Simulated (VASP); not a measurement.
A run of VASP 6.6.1 is set up as follows.

INCAR

```
SYSTEM = Ge3Pd
  PREC = Accurate
  ENCUT = 600
  EDIFF = 1E-7
  ISMEAR = 1
  SIGMA = 0.05
  LREAL = .FALSE.
  LASPH = .TRUE.
  NELM = 100
  ALGO = Normal
  ISIF = 3
  LWAVE = .FALSE.
  LCHARG = .FALSE.
  GGA = PE
  IBRION = 2
  NSW = 80
  EDIFFG = -0.01
```

File KPOINTS:

```
regular mesh
0
G
  5 5 5
  0 0 0
```

Contents of POSCAR:

```
Ge3Pd
1.0
    4.1420200000      0.0000000000      0.0000000000
    0.0000000000      4.1420200000      0.0000000000
    0.0000000000      0.0000000000      4.1420200000
Ge Pd
3 1
Direct
    0.0000000000      0.5000000000      0.5000000000
    0.5000000000      0.0000000000      0.5000000000
    0.5000000000      0.5000000000      0.0000000000
    0.0000000000      0.0000000000      0.0000000000
```

Potentials or basis: VASP PAW PBE potentials, release 64 (Ge_d, Pd).

Launch:

```bash
$ cat potpaw_PBE.64/Ge_d/POTCAR potpaw_PBE.64/Pd/POTCAR > POTCAR
$ mpirun -np 1 vasp_std > vasp.out
```

(1) Estimate the relaxed volume.

(2) Predict the relaxed cell.

(3) What does it give for the band gap on the k mesh?

(4) Estimate the space group after relaxing (to 0.05 Å).

Results:

(1) 17.72 Å³/atom.

(2) a = 4.138 Å, b = 4.138 Å, c = 4.138 Å, α = 90.00°, β = 90.00°, γ = 90.00°.

(3) zero (band 26 reaches 7.55 eV, above the bottom of band 27 at 6.27 eV).

(4) Pm-3m (No. 221).
